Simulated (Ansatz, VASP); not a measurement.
## In2O3: VASP beside Ansatz

```
In O
1.0
     2.77960    1.60480    4.90031
    -2.77960    1.60480    4.90031
     0.00000   -3.20961    4.90031
In O
4 6
Direct
  0.35731 0.35731 0.35731
  0.14269 0.14269 0.14269
  0.64269 0.64269 0.64269
  0.85731 0.85731 0.85731
  0.54629 0.95371 0.25000
  0.25000 0.54629 0.95371
  0.95371 0.25000 0.54629
  0.45371 0.04629 0.75000
  0.75000 0.45371 0.04629
  0.04629 0.75000 0.45371
```

Change from the starting cell: volume scaled by 1.04, ions relaxed.

Alike in both runs: functional PBE; k mesh 7 × 7 × 7; occupations fermi-dirac, width 0.02 eV; no spin polarisation.

Ansatz relaxed the structure, and its values are those at the end. VASP's run is a single point on that final structure, the one shown.

|  | VASP | Ansatz |
| --- | --- | --- |
| version | VASP 6.6.1 | Ansatz 0.2.0 |
| potentials or method | VASP PAW PBE potentials, release 64 (In_d, O) | plane-wave PAW, scalar-relativistic |
| plane-wave cutoff (eV) | 520 | 420 |
| valence electrons in the cell | 88 | 88 |

Ansatz gave:

```
gap on the k mesh at the Fermi level (eV) : 1.03
pressure (GPa)                            : 1.5
rms of the force components (eV/Å)        : 0.007
```

Task: Estimate VASP's values.

Result: gap on the k mesh at the Fermi level (eV): 1.02; pressure (GPa): 1.9; rms of the force components (eV/Å): 0.001.

With one functional, cell and mesh, what is left measures potentials, basis and numerics. Ansatz's warnings: stress scf threshold loose.
